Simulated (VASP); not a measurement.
# Ni (Im-3m) in VASP: settings compared

Ni is run at these levels: PBE, PBEsol; tasks: single point.

Program: VASP 6.6.1. These are calculated values, not measurements. Logs are shortened: lines on timing, memory, paths and dates and some standing lists are left out, and cuts for length are marked.

## Step 1: The cell of the first run

The structure is cubic, space group Im-3m (No. 229). Conventional cell: a = 2.767 Å, b = 2.767 Å, c = 2.767 Å, α = 90.00°, β = 90.00°, γ = 90.00°. Ni (site symmetry m-3m) has 14 Ni at 2.40 to 2.77 Å within 3.2 Å.

This isn't the form of Ni at room conditions, which is fcc.

## Step 2: Single point, PBE, collinear spin, ferromagnetic start

Contents of INCAR:

```
SYSTEM = Ni
ALGO = Normal
EDIFF = 1E-6
ENCUT = 690
GGA = PE
GGA_COMPAT = .False.
ISIF = 2
ISMEAR = -1
ISPIN = 2
LASPH = .True.
LCHARG = .False.
LMAXMIX = 4
LORBIT = 11
LREAL = .False.
LWAVE = .False.
MAGMOM = 1
NBANDS = 19
NELM = 200
NUPDOWN = 1.0
PREC = Accurate
SIGMA = 0.05
```

Contents of KPOINTS:

```
k-points
0
Gamma
  11 11 11
  0 0 0
```

Contents of POSCAR:

```
Ni
1.0
   -1.3837154700      1.3837154700      1.3837154700
    1.3837154700     -1.3837154700      1.3837154700
    1.3837154700      1.3837154700     -1.3837154700
Ni
1
Direct
    0.0000000000      0.0000000000      0.0000000000
```

Potentials or basis: VASP PAW PBE potentials, release 64 (Ni_sv_GW).

The run is started by

```
> cat potpaw_PBE.64/Ni_sv_GW/POTCAR > POTCAR
> mpirun -np 1 vasp_std > vasp.out
```

OUTCAR:

```text
SYSTEM = Ni
   EDIFF = 1E-6
   ENCUT = 690
   GGA = PE
   ISIF = 2
   ISMEAR = -1
   ISPIN = 2
   LASPH = .True.
   LORBIT = 11
   LREAL = .False.
   NELM = 200
   NUPDOWN = 1.0
   PREC = Accurate

 ion  position               nearest neighbor table
   1  0.000  0.000  0.000-

  LATTYP: Found a body centered cubic cell.
 ALAT       =     2.7674309400

  Lattice vectors:

 A1 = (  -1.3837154700,   1.3837154700,   1.3837154700)
 A2 = (   1.3837154700,  -1.3837154700,   1.3837154700)
 A3 = (   1.3837154700,   1.3837154700,  -1.3837154700)

Analysis of symmetry for initial positions (statically):
=====================================================================
 Subroutine PRICEL returns:
 Original cell was already a primitive cell.

 Routine SETGRP: Setting up the symmetry group for a
 body centered cubic supercell.

 Subroutine GETGRP returns: Found 48 space group operations
 (whereof 48 operations were pure point group operations)
 out of a pool of 48 trial point group operations.

The static configuration has the point symmetry O_h .

Analysis of symmetry for dynamics (positions and initial velocities):
=====================================================================
 Subroutine PRICEL returns:
 Original cell was already a primitive cell.

 Routine SETGRP: Setting up the symmetry group for a
 body centered cubic supercell.

 Subroutine GETGRP returns: Found 48 space group operations
 (whereof 48 operations were pure point group operations)
 out of a pool of 48 trial point group operations.

The dynamic configuration has the point symmetry O_h .

Analysis of structural, dynamic, and magnetic symmetry:
=====================================================================
 Subroutine PRICEL returns:
 Original cell was already a primitive cell.

 Routine SETGRP: Setting up the symmetry group for a
 body centered cubic supercell.

 Subroutine GETGRP returns: Found 48 space group operations
 (whereof 48 operations were pure point group operations)
 out of a pool of 48 trial point group operations.

The overall configuration has the point symmetry O_h .

 Subroutine INISYM returns: Found 48 space group operations
 (whereof 48 operations are pure point group operations),
 and found     1 'primitive' translations

----------------------------------------------------------------------------------------

                                     Primitive cell

  volume of cell :      10.5974
[... 100 lines left out ...]
   EMIN   =  10.00;   EMAX   =-10.00  energy-range for DOS
   EFERMI =   0.00;   METHOD = LEGACY
   ISMEAR =    -1;   SIGMA  =   0.05  broadening in eV -4-tet -1-fermi 0-gaus
   EFERMI_NEDOS =   21; number of points for ismear=-14 and -15
   IALGO  =     38    algorithm
   IMIX   =      4    mixing-type and parameters
     AMIX     =   0.40;   BMIX     =  1.00
     AMIX_MAG =   1.60;   BMIX_MAG =  1.00
  volume/ion in A,a.u.               =      10.60        71.51
  Fermi-wavevector in a.u.,A,eV,Ry     =   1.953285  3.691173 51.910593  3.815321
  Thomas-Fermi vector in A             =   2.980140
   LORBIT       =     11    0 simple, 1 ext, 2 COOP (PROOUT), +10 PAW based schemes
   GGA     = PE    functional components
   LHFCALC =     F    Hartree Fock is set to
   AEXX    =    0.0000 exact exchange contribution
   IVDW    =     0    specifies the selected vdW correction
   LEPSILON=     F    determine dielectric tensor
   LRPA    =     F    only Hartree local field effects (RPA)
 spin polarized calculation
  energy-cutoff  :      690.00
  volume of cell :       10.60
 maximum number of plane-waves:       447
 NGX is ok and might be reduce to    24
   NGX = 11   NGY = 11   NGZ = 11

 number of electron      18.0000007 magnetization       1.0000001

 Free energy of the ion-electron system (eV)
  ---------------------------------------------------
  ext. energy  EPLUGINS =         0.00000000
  ---------------------------------------------------
  free energy    TOTEN  =        -6.19410971 eV

  energy without entropy =       -6.17406083  energy(sigma->0) =       -6.18408527

 E-fermi :   7.9980     XC(G=0): -14.0615

 val. band max:        8.9170711451   @ k =  -0.4545   0.4545   0.0909
 cond. band min:       8.0034134063   @ k =  -0.2727   0.3636   0.1818
 fundamental gap:     -0.9136577388
 Fermi energy:         9.1640742267

 spin component 1

 k-point     1 :       0.0000    0.0000    0.0000
  band No.  band energies     occupation
      1     -95.8072      1.00000
      2     -56.0396      1.00000
      3     -56.0396      1.00000
      4     -56.0396      1.00000
      5      -1.2003      1.00000
      6       5.3711      1.00000
[... 517 lines left out ...]
     18      50.6677      0.00000
     19      55.6940      0.00000

 [... further k-points ...]

 spin component 2

 k-point     1 :       0.0000    0.0000    0.0000
  band No.  band energies     occupation
      1     -94.6087      1.00000
      2     -54.8673      1.00000
      3     -54.8673      1.00000
      4     -54.8673      1.00000
      5      -1.0671      1.00000
      6       6.4108      1.00000
[... 517 lines left out ...]
     18      50.7563      0.00000
     19      56.0695      0.00000

 [... further k-points ...]

------------------------ aborting loop because EDIFF is reached ----------------------------------------

  FORCE on cell =-STRESS in cart. coord.  units (eV):
  Direction    XX          YY          ZZ          XY          YZ          ZX
  --------------------------------------------------------------------------------------
  -------------------------------------------------------------------------------------
  Total        0.7476270      0.7476270      0.7476270      0.0000000      0.0000000      0.0000000
  in kB      113.0303784    113.0303784    113.0303784      0.0000000      0.0000000      0.0000000
  external PRESSURE =     113.0303784 kB  Pullay stress =       0.0000000 kB

 VOLUME and BASIS-vectors are now :
 -----------------------------------------------------------------------------
  energy-cutoff  :      690.00
  volume of cell :       10.60
      direct lattice vectors                 reciprocal lattice vectors
    -1.383715470  1.383715470  1.383715470     0.000000000  0.361345964  0.361345964
     1.383715470 -1.383715470  1.383715470     0.361345964  0.000000000  0.361345964
     1.383715470  1.383715470 -1.383715470     0.361345964  0.361345964  0.000000000

 POSITION                                       TOTAL-FORCE (eV/Angst)
 -----------------------------------------------------------------------------------
      0.00000      0.00000      0.00000         0.000000      0.000000      0.000000
 -----------------------------------------------------------------------------------
    total drift:                                0.000000      0.000000      0.000000

  FREE ENERGIE OF THE ION-ELECTRON SYSTEM (eV)
  ---------------------------------------------------
  free  energy   TOTEN  =        -6.1941097131 eV

  energy  without entropy=       -6.1740608349  energy(sigma->0) =       -6.18408527

 total charge

# of ion       s       p       d       f       tot
--------------------------------------------------
    1        2.250   6.322   7.786   0.005  16.363

 magnetization (x)

# of ion       s       p       d       f       tot
--------------------------------------------------
    1        0.010   0.014   0.973   0.000   0.998
```

OSZICAR:

```text
N       E                     dE             d eps       ncg     rms          rms(c)
DAV:   1     0.189741915231E+03    0.18974E+03   -0.99507E+03  6073   0.389E+03
DAV:   2    -0.473804870234E+00   -0.19022E+03   -0.17780E+03  6591   0.801E+02
DAV:   3    -0.856967997856E+01   -0.80959E+01   -0.79776E+01  6776   0.217E+02
DAV:   4    -0.868707033030E+01   -0.11739E+00   -0.11736E+00  6676   0.153E+01
DAV:   5    -0.868874785815E+01   -0.16775E-02   -0.16774E-02  6186   0.136E+00    0.138E+01
DAV:   6    -0.721255835185E+01    0.14762E+01   -0.88538E+00  4967   0.279E+02    0.789E+00
DAV:   7    -0.625210974795E+01    0.96045E+00   -0.27248E+00  4972   0.134E+02    0.239E+00
DAV:   8    -0.619206571939E+01    0.60044E-01   -0.66475E-02  7410   0.112E+01    0.504E-01
DAV:   9    -0.619397622683E+01   -0.19105E-02   -0.19717E-03  6973   0.152E+00    0.161E-01
DAV:  10    -0.619406671818E+01   -0.90491E-04   -0.30305E-04  6894   0.116E+00    0.707E-02
DAV:  11    -0.619410170735E+01   -0.34989E-04   -0.14781E-05  6807   0.125E-01    0.400E-02
DAV:  12    -0.619410880574E+01   -0.70984E-05   -0.14555E-05  6485   0.228E-01    0.838E-03
DAV:  13    -0.619410971310E+01   -0.90736E-06   -0.14638E-06  3607   0.559E-02
   1 F= -.61941097E+01 E0= -.61840853E+01  d E =-.200489E-01  mag=     1.0000
```

stdout:

```text
POSCAR found type information on POSCAR Ni
 POSCAR found :  1 types and       1 ions
 scaLAPACK will be used
 LDA part: xc-table for (Slater+PW92), standard interpolation
 POSCAR, INCAR and KPOINTS ok, starting setup
 FFT: planning ... GRIDC
 FFT: planning ... GRID_SOFT
 FFT: planning ... GRID
 WAVECAR not read
 entering main loop
```

It took 19 s on 1 thread of Intel Xeon 6975P-C (Granite Rapids), shared host; peak memory 0.17 GiB.

Results:

* Free energy: -6.1941 eV
* Pressure: 11.3 GPa
* Net moment: 1.00 μB per cell
* Site moments: Ni +1.00 μB
* Valence electrons inside the program's atomic spheres: Ni 16.36

Caveat: the cell stands under pressure; the total moment is fixed, so each spin has its own Fermi level and the state may be an excited one.

## Step 3: Single point, PBEsol, collinear spin, ferromagnetic start

Contents of INCAR:

```
SYSTEM = Ni
PREC = Accurate
ENCUT = 690
EDIFF = 1E-6
ISMEAR = -1
SIGMA = 0.05
LREAL = .FALSE.
LASPH = .TRUE.
NELM = 200
ALGO = Normal
ISIF = 2
LWAVE = .FALSE.
LCHARG = .TRUE.
ISPIN = 2
MAGMOM = 1.5
LORBIT = 11
NUPDOWN = 1.5
LMAXMIX = 4
GGA = PS
LELF = .TRUE.
LVHAR = .TRUE.
NBANDS = 19
GGA_COMPAT = .FALSE.
```

Contents of KPOINTS:

```
regular mesh
0
G
  11 11 11
  0 0 0
```

POSCAR is that of step 2.

Potentials or basis: VASP PAW PBE potentials, release 64 (Ni_sv_GW).

The run is started by

```
> cat potpaw_PBE.64/Ni_sv_GW/POTCAR > POTCAR
> mpirun -np 1 vasp_std > vasp.out
```

Run time: 41 s. Hardware: 1 thread of AMD EPYC 7R13 (Zen 3), shared host; peak memory 0.15 GiB.

It converged, with:

| Item | Value |
| --- | --- |
| Free energy | -6.3420 eV |
| Pressure | 10.5 GPa |
| Net moment | 1.50 μB per cell |
| Site moments | Ni +1.41 μB |
| Valence electrons inside the program's atomic spheres | Ni 16.34 |

Caveat: the cell stands under pressure; the PAW data sets were made with another functional, which shifts forces and pressure a little; the total moment is fixed, so each spin has its own Fermi level and the state may be an excited one.

## Step 4: Single point, PBEsol, collinear spin, ferromagnetic start

Contents of INCAR:

```
SYSTEM = Ni
  PREC = Accurate
  ENCUT = 690
  EDIFF = 1E-6
  ISMEAR = -1
  SIGMA = 0.05
  LREAL = .FALSE.
  LASPH = .TRUE.
  NELM = 200
  ALGO = Normal
  ISIF = 2
  LWAVE = .FALSE.
  LCHARG = .FALSE.
  ISPIN = 2
  MAGMOM = 2
  LORBIT = 11
  NUPDOWN = 2.0
  LMAXMIX = 4
  GGA = PS
  NBANDS = 19
  GGA_COMPAT = .FALSE.
```

Contents of KPOINTS:

```
Automatic mesh
0
G
  11 11 11
  0 0 0
```

POSCAR is that of step 3.

The run is started by

```
> cat potpaw_PBE.64/Ni_sv_GW/POTCAR > POTCAR
> mpirun -np 1 vasp_std > vasp.out
```

Run time: 30 s. Hardware: 1 thread of AMD EPYC 9R45 (Zen 5), shared host; peak memory 0.15 GiB.

The run converged. Its results:

```yaml
Free_energy: -5.1793 eV
Pressure: 27.0 GPa
Net_moment: 2.00 μB per cell
Site_moments: Ni +1.81 μB
Valence_electrons_inside_the_program's_atomic_spheres: Ni 16.31
```

Caveat: the cell stands under pressure; the PAW data sets were made with another functional, which shifts forces and pressure a little; the total moment is fixed, so each spin has its own Fermi level and the state may be an excited one.

## Step 5: Overview

| level | fixed moment (μB) | pressure (GPa) | moment (μB) |
| --- | --- | --- | --- |
| PBE | 1.0 | 11.3 | 1.00 |
| PBEsol | 1.5 | 10.5 | 1.50 |
| PBEsol | 2.0 | 27.0 | 2.00 |

Alike in all rows: task single point; potentials or basis VASP PAW PBE potentials, release 64 (Ni_sv_GW); spin collinear, ferromagnetic start; cell as given; k mesh 11 × 11 × 11; cutoff (eV) 690; smearing fermi-dirac 0.05 eV.

The pressure there spans 10.5 GPa (PBEsol) to 27.0 GPa (PBEsol); a positive pressure means that this level wants a larger cell, a negative one a smaller.

Caveats: the cell stands under pressure; the total moment is fixed, so each spin has its own Fermi level and the state may be an excited one; the PAW data sets were made with another functional, which shifts forces and pressure a little (at least some runs).

Absolute energies hang on the potentials; compare differences alone.
